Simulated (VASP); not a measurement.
Write the native input for VASP 6.6.1 that does the following.

```yaml
Task: relaxation of cell and atoms
Functional: PBE
Potentials_or_basis: VASP PAW PBE potentials, release 64 (Si, W_sv)
Cutoff: 600 eV
k_mesh: 18 × 18 × 8
Occupations: gaussian, width 0.1 eV
Spin: no spin polarisation
Dipole_correction: no
Further_INCAR_settings: ALGO = Normal; EDIFF = 1e-06; IBRION = 2; EDIFFG = -0.01; NSW = 100; ISIF = 3
```

The structure of Si2W lies in POSCAR:

```
Si2W
1.0
    2.9586419074      0.0000000000      0.0000000000
   -1.4793209537      2.5622590525      0.0000000000
    0.0000000000      0.0000000000      5.8464152038
Si W
2 1
Direct
    0.6666666667      0.3333333333      0.6692071602
    0.3333333333      0.6666666667      0.3307928398
    0.0000000000      0.0000000000      0.0000000000
```

The input as run:

INCAR

```
ALGO = Normal
EDIFF = 1E-6
EDIFFG = -0.01
ENCUT = 600
GGA = PE
IBRION = 2
ISIF = 3
ISMEAR = 0
LASPH = T
LCHARG = F
LREAL = F
LWAVE = F
NELM = 80
NSW = 100
PREC = Accurate
SIGMA = 0.1
```

KPOINTS

```
k-points
0
Gamma
  18 18 8
```

Potentials or basis: VASP PAW PBE potentials, release 64 (Si, W_sv).

Command:

```bash
$ cat potpaw_PBE.64/Si/POTCAR potpaw_PBE.64/W_sv/POTCAR > POTCAR
$ mpirun -np 1 vasp_std > vasp.out
```

Results of the run:

```
Relaxed volume                         : 14.73 Å³/atom
Relaxed cell                           : a = 2.953 Å, b = 2.953 Å, c = 5.853 Å, α = 90.00°, β = 90.00°, γ = 120.00°
Space group after relaxing (to 0.05 Å) : P-3m1 (No. 164)
Energy gained by relaxing              : 0.1 meV/atom
Ionic steps                            : 5
Pressure after relaxing                : 0.0 GPa
Largest force after relaxing           : 0.005 eV/Å
Band gap on the k mesh                 : zero (band 11 reaches 11.81 eV, above the bottom of band 12 at 8.64 eV)
```

Caveat: spin-orbit coupling is left out, which moves the levels of the heavy elements.

It took 3.4 min on 1 thread of Intel(R) Xeon(R) Platinum 8488C (Sapphire Rapids), with other jobs on the host, peak memory 0.35 GiB.
